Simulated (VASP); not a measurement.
# Tl (Pm-3m) in VASP: further runs

Tl is run at these levels: PBEsol; tasks: single point.

Program: VASP 6.6.1. These are calculated values, not measurements. Logs are shortened: lines on timing, memory, paths and dates and some standing lists are left out, and cuts for length are marked.

## (1) The cell of the first run

It takes space group Pm-3m (No. 221, cubic). Conventional cell: a = 3.008 Å, b = 3.008 Å, c = 3.008 Å, α = 90.00°, β = 90.00°, γ = 90.00°. Within 4.0 Å of Tl (site symmetry m-3m) lie 6 Tl at 3.01 Å.

This isn't the form of Tl at room conditions, which is hcp.

## (2) Single point, PBEsol (27.23 Å³/atom)

INCAR reads:

```
SYSTEM = Tl
ALGO     = Normal         ! electronic algorithm
EDIFF    = 1E-7           ! SCF threshold, eV
ENCUT    = 520            ! plane-wave cutoff, eV
GGA      = PS             ! functional
ISIF     = 2              ! what is computed and relaxed
ISMEAR   = -1             ! smearing method
LASPH    = .TRUE.         ! aspherical terms in the spheres
LCHARG   = .TRUE.         ! write CHGCAR
LELF     = .TRUE.         ! ELF
LREAL    = .FALSE.        ! projectors in reciprocal space
LVHAR    = .TRUE.       
LWAVE    = .FALSE.        ! write WAVECAR
NBANDS   = 12             ! bands
NELM     = 80             ! most SCF steps
PREC     = Accurate       ! precision mode
SIGMA    = 0.1            ! smearing width, eV
```

KPOINTS reads:

```
k-points
0
G
  11 11 11
  0 0 0
```

POSCAR reads:

```
Tl
1.0
    3.0084773229      0.0000000000      0.0000000000
    0.0000000000      3.0084773229      0.0000000000
    0.0000000000      0.0000000000      3.0084773229
Tl
1
Direct
    0.0000000000      0.0000000000      0.0000000000
```

Potentials or basis: VASP PAW PBE potentials, release 64 (Tl_d).

Launch:

```bash
$ cat potpaw_PBE.64/Tl_d/POTCAR > POTCAR
$ mpirun -np 1 vasp_std > vasp.out
```

OUTCAR:

```text
SYSTEM = Tl
   EDIFF = 1E-7
   ENCUT = 520
   GGA = PS
   ISIF = 2
   ISMEAR = -1
   LASPH = .TRUE.
   LREAL = .FALSE.
   NELM = 80
   PREC = Accurate

 ion  position               nearest neighbor table
   1  0.000  0.000  0.000-

  LATTYP: Found a simple cubic cell.
 ALAT       =     3.0084773229

  Lattice vectors:

 A1 = (   3.0084773229,   0.0000000000,   0.0000000000)
 A2 = (   0.0000000000,   3.0084773229,   0.0000000000)
 A3 = (   0.0000000000,   0.0000000000,   3.0084773229)

Analysis of symmetry for initial positions (statically):
=====================================================================
 Subroutine PRICEL returns:
 Original cell was already a primitive cell.

 Routine SETGRP: Setting up the symmetry group for a
 simple cubic supercell.

 Subroutine GETGRP returns: Found 48 space group operations
 (whereof 48 operations were pure point group operations)
 out of a pool of 48 trial point group operations.

The static configuration has the point symmetry O_h .

Analysis of symmetry for dynamics (positions and initial velocities):
=====================================================================
 Subroutine PRICEL returns:
 Original cell was already a primitive cell.

 Routine SETGRP: Setting up the symmetry group for a
 simple cubic supercell.

 Subroutine GETGRP returns: Found 48 space group operations
 (whereof 48 operations were pure point group operations)
 out of a pool of 48 trial point group operations.

The dynamic configuration has the point symmetry O_h .

 Subroutine INISYM returns: Found 48 space group operations
 (whereof 48 operations are pure point group operations),
 and found     1 'primitive' translations

----------------------------------------------------------------------------------------

                                     Primitive cell

  volume of cell :      27.2295

  direct lattice vectors                    reciprocal lattice vectors
     3.008477323  0.000000000  0.000000000     0.332394063  0.000000000  0.000000000
     0.000000000  3.008477323  0.000000000     0.000000000  0.332394063  0.000000000
     0.000000000  0.000000000  3.008477323     0.000000000  0.000000000  0.332394063

  length of vectors
     3.008477323  3.008477323  3.008477323     0.332394063  0.332394063  0.332394063

  position of ions in fractional coordinates (direct lattice)
     0.000000000  0.000000000  0.000000000

  ion indices of the primitive-cell ions
   primitive index   ion index
                 1           1

----------------------------------------------------------------------------------------

 KPOINTS: k-points

Automatic generation of k-mesh.
 Grid dimensions read from file:
 generate k-points for:   11   11   11

 Generating k-lattice:

  Cartesian coordinates                     Fractional coordinates (reciprocal lattice)
     0.030217642  0.000000000  0.000000000     0.090909091  0.000000000  0.000000000
     0.000000000  0.030217642  0.000000000     0.000000000  0.090909091  0.000000000
     0.000000000  0.000000000  0.030217642     0.000000000  0.000000000  0.090909091

  Length of vectors
     0.030217642  0.030217642  0.030217642

  Shift w.r.t. Gamma in fractional coordinates (k-lattice)
     0.000000000  0.000000000  0.000000000

 Subroutine IBZKPT returns following result:
 ===========================================

 Found     56 irreducible k-points:

 Following reciprocal coordinates:
            Coordinates               Weight
  0.000000  0.000000  0.000000      1.000000
  0.090909  0.000000  0.000000      6.000000
  0.181818  0.000000  0.000000      6.000000
  0.272727  0.000000  0.000000      6.000000
  0.363636  0.000000  0.000000      6.000000
  0.454545  0.000000  0.000000      6.000000
[... 16 lines left out ...]
  0.181818  0.090909  0.090909     24.000000
  0.272727  0.090909  0.090909     24.000000
 [... further k-points ...]
   k-points           NKPTS =     56   k-points in BZ     NKDIM =     56   number of bands    NBANDS=     12
   number of dos      NEDOS =    301   number of ions     NIONS =      1
   total plane-waves  NPLWV =  13824
   dimension x,y,z NGX =    24 NGY =   24 NGZ =   24
   dimension x,y,z NGXF=    48 NGYF=   48 NGZF=   48
   ions per type =               1
   NGX,Y,Z   is equivalent  to a cutoff of  13.26, 13.26, 13.26 a.u.
   NGXF,Y,Z  is equivalent  to a cutoff of  26.52, 26.52, 26.52 a.u.
 SYSTEM =  Tl
   PREC   = accura    normal or accurate (medium, high low for compatibility)
   ISTART =      0    job   : 0-new  1-cont  2-samecut
   ICHARG =      2    charge: 1-file 2-atom 10-const
   ISPIN  =      1    spin polarized calculation?
   LNONCOLLINEAR =      F non collinear calculations
   LSORBIT =      F    spin-orbit coupling
   LASPH  =      T    aspherical Exc in radial PAW
   ENCUT  =  520.0 eV  38.22 Ry    6.18 a.u.   5.59  5.59  5.59*2*pi/ulx,y,z
   NELM   =     80;   NELMIN=  2; NELMDL= -5     # of ELM steps
   EDIFF  = 0.1E-06   stopping-criterion for ELM
   LREAL  =      F    real-space projection
   EDIFFG = 0.1E-05   stopping-criterion for IOM
   NSW    =      0    number of steps for IOM
   IBRION =     -1    ionic relax: 0-MD 1-quasi-New 2-CG
   NFREE  =      0    steps in history (QN), initial steepest desc. (CG)
   ISIF   =      2    stress and relaxation
   ISYM   =      2    0-nonsym 1-usesym 2-fastsym
   POTIM  = 0.5000    time-step for ionic-motion
   TEBEG  =    0.0;   TEEND  =   0.0 temperature during run
   PSTRESS=    0.0 pullay stress
   NELECT =      13.0000    total number of electrons
   NUPDOWN=      -1.0000    fix difference up-down
   EMIN   =  10.00;   EMAX   =-10.00  energy-range for DOS
   EFERMI =   0.00;   METHOD = LEGACY
   ISMEAR =    -1;   SIGMA  =   0.10  broadening in eV -4-tet -1-fermi 0-gaus
   EFERMI_NEDOS =   21; number of points for ismear=-14 and -15
   IALGO  =     38    algorithm
   IMIX   =      4    mixing-type and parameters
     AMIX     =   0.40;   BMIX     =  1.00
     AMIX_MAG =   1.60;   BMIX_MAG =  1.00
  volume/ion in A,a.u.               =      27.23       183.75
  Fermi-wavevector in a.u.,A,eV,Ry     =   1.279507  2.417917 22.274604  1.637137
  Thomas-Fermi vector in A             =   2.411988
   LORBIT       =      0    0 simple, 1 ext, 2 COOP (PROOUT), +10 PAW based schemes
   GGA     = PS    functional components
   LHFCALC =     F    Hartree Fock is set to
   AEXX    =    0.0000 exact exchange contribution
   IVDW    =     0    specifies the selected vdW correction
   LEPSILON=     F    determine dielectric tensor
   LRPA    =     F    only Hartree local field effects (RPA)
 non-spin polarized calculation
  energy-cutoff  :      520.00
  volume of cell :       27.23
 maximum number of plane-waves:       744
 NGX is ok and might be reduce to    24
   NGX = 11   NGY = 11   NGZ = 11

 number of electron      13.0000003 magnetization

 Free energy of the ion-electron system (eV)
  ---------------------------------------------------
  ext. energy  EPLUGINS =         0.00000000
  ---------------------------------------------------
  free energy    TOTEN  =        -2.43578491 eV

  energy without entropy =       -2.41920636  energy(sigma->0) =       -2.42749564

 E-fermi :   6.9023     XC(G=0): -10.5306

 val. band max:        6.8416578128   @ k =   0.4545   0.4545   0.0909
 cond. band min:       6.9546182803   @ k =   0.3636   0.2727   0.0909
 fundamental gap:      0.1129604675
 Fermi energy:         6.9023351230

 k-point     1 :       0.0000    0.0000    0.0000
  band No.  band energies     occupation
      1      -5.6970      2.00000
      2      -5.6970      2.00000
      3      -4.1826      2.00000
      4      -4.1826      2.00000
      5      -4.1826      2.00000
      6      -3.7846      2.00000
      7      14.4730      0.00000
      8      14.4730      0.00000
      9      14.4730      0.00000
     10      17.9436      0.00000
     11      19.5491      0.00000
     12      19.5491      0.00000

 k-point     2 :       0.0909    0.0000    0.0000
  band No.  band energies     occupation
      1      -5.6884      2.00000
      2      -5.6243      2.00000
      3      -4.2196      2.00000
      4      -4.2196      2.00000
      5      -4.1795      2.00000
      6      -3.6302      2.00000
      7      12.8957      0.00000
      8      14.6702      0.00000
      9      14.6702      0.00000
     10      18.4578      0.00000
     11      19.5205      0.00000
     12      20.8347      0.00000

 k-point     3 :       0.1818    0.0000    0.0000
  band No.  band energies     occupation
      1      -5.6651      2.00000
      2      -5.4484      2.00000
      3      -4.3174      2.00000
      4      -4.3174      2.00000
      5      -4.1712      2.00000
      6      -3.1398      2.00000
      7      10.3361      0.00000
      8      15.2346      0.00000
      9      15.2346      0.00000
     10      18.7532      0.00000
     11      19.4378      0.00000
     12      23.7467      0.00000
[... 286 lines left out ...]
 k-point    23 :       0.1818    0.0909    0.0909
  band No.  band energies     occupation
      1      -5.5471      2.00000
      2      -5.3748      2.00000
      3      -4.3768      2.00000
      4      -4.3532      2.00000
      5      -4.2462      2.00000
      6      -2.8383      2.00000
      7      10.6687      0.00000
      8      13.6301      0.00000
      9      13.9169      0.00000
     10      20.8080      0.00000
     11      20.8847      0.00000
     12      23.5773      0.00000

 k-point    24 :       0.2727    0.0909    0.0909
  band No.  band energies     occupation
      1      -5.5167      2.00000
      2      -5.1553      2.00000
      3      -4.5092      2.00000
      4      -4.4826      2.00000
      5      -4.2335      2.00000
      6      -1.9959      2.00000
      7       8.1181      0.00001
      8      14.3791      0.00000
      9      14.7073      0.00000
     10      20.3454      0.00000
     11      20.8834      0.00000
     12      23.5495      0.00000

 [... further k-points ...]

------------------------ aborting loop because EDIFF is reached ----------------------------------------

  FORCE on cell =-STRESS in cart. coord.  units (eV):
  Direction    XX          YY          ZZ          XY          YZ          ZX
  --------------------------------------------------------------------------------------
  -------------------------------------------------------------------------------------
  Total        0.9890700      0.9890700      0.9890700     -0.0000000     -0.0000000     -0.0000000
  in kB       58.1965691     58.1965691     58.1965691     -0.0000000     -0.0000000     -0.0000000
  external PRESSURE =      58.1965691 kB  Pullay stress =       0.0000000 kB

 VOLUME and BASIS-vectors are now :
 -----------------------------------------------------------------------------
  energy-cutoff  :      520.00
  volume of cell :       27.23
      direct lattice vectors                 reciprocal lattice vectors
     3.008477323  0.000000000  0.000000000     0.332394063  0.000000000  0.000000000
     0.000000000  3.008477323  0.000000000     0.000000000  0.332394063  0.000000000
     0.000000000  0.000000000  3.008477323     0.000000000  0.000000000  0.332394063

 POSITION                                       TOTAL-FORCE (eV/Angst)
 -----------------------------------------------------------------------------------
      0.00000      0.00000      0.00000         0.000000      0.000000      0.000000
 -----------------------------------------------------------------------------------
    total drift:                               -0.000000      0.000000      0.000000

  FREE ENERGIE OF THE ION-ELECTRON SYSTEM (eV)
  ---------------------------------------------------
  free  energy   TOTEN  =        -2.4357849148 eV

  energy  without entropy=       -2.4192063554  energy(sigma->0) =       -2.42749564
```

Run time: 14 s. Hardware: 1 thread of Intel Xeon 8259CL, shared host; peak memory 0.15 GiB.

What came out:

```
Free energy            : -2.4358 eV
Pressure               : 5.8 GPa
Band gap on the k mesh : zero (an odd number of electrons rules out a gap without spin polarisation)
```

Caveat: the cell stands under pressure; the PAW data sets were made with another functional, which shifts forces and pressure a little; spin-orbit coupling is left out, which moves the levels of the heavy elements.

## (3) Single point, PBEsol (28.47 Å³/atom)

This run uses another cell than the first one, of 28.47 Å³/atom.

INCAR reads:

```
  ALGO = Normal
  EDIFF = 1E-6
  ENCUT = 520
  GGA = PS
  ISIF = 2
  ISMEAR = -1
  LASPH = True
  LCHARG = True
  LELF = True
  LREAL = False
  LVHAR = True
  LWAVE = False
  NBANDS = 12
  NELM = 60
  PREC = Accurate
  SIGMA = 0.1
```

KPOINTS reads:

```
k-points
0
Gamma
  11 11 11
```

POSCAR reads:

```
Tl
1.0
    3.0533865904      0.0000000000      0.0000000000
    0.0000000000      3.0533865904      0.0000000000
    0.0000000000      0.0000000000      3.0533865904
Tl
1
Direct
    0.0000000000      0.0000000000      0.0000000000
```

Potentials or basis: VASP PAW PBE potentials, release 64 (Tl_d).

Launch:

```bash
$ cat potpaw_PBE.64/Tl_d/POTCAR > POTCAR
$ mpirun -np 1 vasp_std > vasp.out
```

It took 13 s on 1 thread of Intel Xeon 8259CL, shared host; peak memory 0.15 GiB.

Results (log left out):

* Free energy: -2.4719 eV
* Pressure: 3.5 GPa
* Band gap on the k mesh: zero (an odd number of electrons rules out a gap without spin polarisation)

Levels at points of the mesh, in eV from the Fermi level:
| k point | band 4 | band 5 | band 6 | band 7 | band 8 | band 9 |
| --- | --- | --- | --- | --- | --- | --- |
| (0.00, 0.00, 0.00) | -11.08 | -11.08 | -10.38 | 7.37 | 7.37 | 7.37 |

Caveat: the cell stands under pressure; the PAW data sets were made with another functional, which shifts forces and pressure a little; spin-orbit coupling is left out, which moves the levels of the heavy elements.

## (4) Single point, PBEsol (29.70 Å³/atom)

This run uses another cell than the first one, of 29.70 Å³/atom.

INCAR reads:

```
PREC = Accurate ; ENCUT = 520
EDIFF = 1E-7 ; ISMEAR = -1
SIGMA = 0.1 ; LREAL = F
LASPH = T ; NELM = 60
ALGO = Normal ; ISIF = 2
LWAVE = F ; LCHARG = F
GGA = PS ; NBANDS = 12
```

KPOINTS reads:

```
Automatic mesh
0
Gamma
  11 11 11
```

POSCAR reads:

```
Tl
1.0
    3.0970122929      0.0000000000      0.0000000000
    0.0000000000      3.0970122929      0.0000000000
    0.0000000000      0.0000000000      3.0970122929
Tl
1
Direct
    0.0000000000      0.0000000000      0.0000000000
```

Launch:

```bash
$ cat potpaw_PBE.64/Tl_d/POTCAR > POTCAR
$ mpirun -np 1 vasp_std > vasp.out
```

Run time: 10 s. Hardware: 1 thread of Intel Xeon 8259CL, shared host; peak memory 0.15 GiB.

The run converged. Its results:

```
Free energy            : -2.4917 eV
Pressure               : 1.6 GPa
Band gap on the k mesh : zero (an odd number of electrons rules out a gap without spin polarisation)
```

Levels at points of the mesh, in eV from the Fermi level:
```csv
k point,band 3,band 4,band 5,band 6,band 7,band 8,band 9,band 10
"(0.00, 0.00, 0.00)",-11.09,-11.09,-11.09,-10.10,7.16,7.16,7.16,10.28
```

Caveat: the PAW data sets were made with another functional, which shifts forces and pressure a little; spin-orbit coupling is left out, which moves the levels of the heavy elements.

## (5) Single point, PBEsol

This run uses another cell than the first one, of 30.94 Å³/atom.

INCAR reads:

```
ALGO = Normal
EDIFF = 1E-6
ENCUT = 520
GGA = PS
ISIF = 2
ISMEAR = -1
LASPH = T
LCHARG = F
LREAL = F
LWAVE = F
NBANDS = 12
NELM = 100
PREC = Accurate
SIGMA = 0.1
```

KPOINTS reads:

```
k-points
0
Gamma
  10 10 10
```

POSCAR reads:

```
Tl
1.0
    3.1394423914      0.0000000000      0.0000000000
    0.0000000000      3.1394423914      0.0000000000
    0.0000000000      0.0000000000      3.1394423914
Tl
1
Direct
    0.0000000000      0.0000000000      0.0000000000
```

Launch:

```bash
$ cat potpaw_PBE.64/Tl_d/POTCAR > POTCAR
$ mpirun -np 1 vasp_std > vasp.out
```

Wall time 9.7 s (1 thread of Intel Xeon 8259CL, shared host); peak memory 0.15 GiB.

The run converged. Its results:

* Free energy: -2.4953 eV
* Pressure: 0.0 GPa
* Band gap on the k mesh: zero (an odd number of electrons rules out a gap without spin polarisation)

Levels at points of the mesh, in eV from the Fermi level:
```csv
k point,band 4,band 5,band 6,band 7,band 8,band 9
"(0.00, 0.00, 0.00)",-11.20,-11.20,-9.95,6.87,6.87,6.87
"(0.50, 0.00, 0.00)",-11.53,-11.17,-6.49,-3.23,9.81,9.81
"(0.50, 0.50, 0.00)",-11.48,-10.87,-3.51,-0.62,-0.62,4.60
"(0.50, 0.50, 0.50)",-10.85,-10.85,-0.39,1.94,1.94,1.94
```

Caveat: the PAW data sets were made with another functional, which shifts forces and pressure a little; spin-orbit coupling is left out, which moves the levels of the heavy elements.

## (6) The runs side by side

| cell | k mesh | gap on the mesh (eV) | pressure (GPa) |
| --- | --- | --- | --- |
| a = 3.008 Å, 1 atom | 11 × 11 × 11 | none | 5.8 |
| a = 3.053 Å, 1 atom | 11 × 11 × 11 | none | 3.5 |
| a = 3.097 Å, 1 atom | 11 × 11 × 11 | none | 1.6 |
| a = 3.139 Å, 1 atom | 10 × 10 × 10 | none | 0.0 |

Alike in all rows: task single point; level PBEsol; potentials or basis VASP PAW PBE potentials, release 64 (Tl_d); no spin polarisation; cutoff (eV) 520; smearing fermi-dirac 0.1 eV.

Caveats: the PAW data sets were made with another functional, which shifts forces and pressure a little; spin-orbit coupling is left out, which moves the levels of the heavy elements; the cell stands under pressure (at least some runs).

Absolute energies hang on the potentials; compare differences alone.
